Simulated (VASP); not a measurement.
Wanted: the native input for a VASP 6.6.1 run.

```
Task                   : single point
Functional             : r2SCAN
Potentials or basis    : VASP PAW PBE potentials, release 64 (C)
Cutoff                 : 520 eV
k mesh                 : 11 × 8 × 3
Occupations            : gaussian, width 0.05 eV
Spin                   : no spin polarisation
Dipole correction      : no
Further INCAR settings : ALGO = Normal; EDIFF = 1e-06; NBANDS = 31
```

The system is C.

```
C
1.0
    -2.12684   -1.22795    0.01101
     1.39689    0.00000   -3.54240
     4.62915   -8.80028    3.51120
C
10
Direct
  0.82222 0.16665 0.06667
  0.38888 0.36665 0.26667
  0.95555 0.56665 0.46667
  0.52222 0.76665 0.66667
  0.08888 0.96665 0.86667
  0.61112 0.03335 0.93333
  0.34445 0.23335 0.13333
  0.91112 0.43335 0.33333
  0.47778 0.63335 0.53333
  0.04445 0.83335 0.73333
```

This cell differs from its parent crystal: layers slid over each other.

One way to write it, as run:

POSCAR

```
C
1.0
   -2.1268362731     -1.2279462884      0.0110113261
    1.3968870171      0.0000000000     -3.5424027035
    4.6291490900     -8.8002817334      3.5112039462
C
10
Direct
    0.8222180101      0.1666542755      0.0666672544
    0.3888846768      0.3666542755      0.2666672544
   -0.0444486565      0.5666542755      0.4666672544
    0.5222180101      0.7666542755      0.6666672544
    0.0888846768      0.9666542755      0.8666672544
    0.6111153232      0.0333457245      0.9333327456
    0.3444486565      0.2333457245      0.1333327456
    0.9111153232      0.4333457245      0.3333327456
    0.4777819899      0.6333457245      0.5333327456
    0.0444486565      0.8333457245      0.7333327456
```

INCAR.step1

```
SYSTEM = C
PREC = Accurate
ENCUT = 520
ISMEAR = 0
SIGMA = 0.05
LREAL = .False.
LASPH = .True.
NELM = 60
NBANDS = 31
GGA = PE
ALGO = Normal
EDIFF = 1E-4
LWAVE = .True.
LCHARG = .False.
```

INCAR.step2

```
SYSTEM = C
PREC = Accurate
ENCUT = 520
EDIFF = 1E-6
ISMEAR = 0
SIGMA = 0.05
LREAL = .False.
LASPH = .True.
NELM = 60
ALGO = Normal
ISIF = 2
LWAVE = .False.
LCHARG = .False.
METAGGA = R2SCAN
LMIXTAU = .True.
NBANDS = 31
ISTART = 1
```

KPOINTS

```
Automatic mesh
0
Gamma
  11 8 3
  0 0 0
```

Potentials or basis: VASP PAW PBE potentials, release 64 (C).

Command:

```bash
$ cat potpaw_PBE.64/C/POTCAR > POTCAR
$ cp INCAR.step1 INCAR
$ mpirun -np 1 vasp_std > vasp.out
$ cp INCAR.step2 INCAR
$ mpirun -np 1 vasp_std > vasp.out
```

It gave:

* Pressure: 0.4 GPa
* Largest force: 4.648 eV/Å

Caveat: the cell differs from its parent crystal (layers slid over each other); the PAW data sets were made with another functional, which shifts forces and pressure a little.

Run time: 9 min on 1 thread of Intel(R) Xeon(R) 6975P-C (Granite Rapids), with other jobs on the host, peak memory 0.35 GiB.
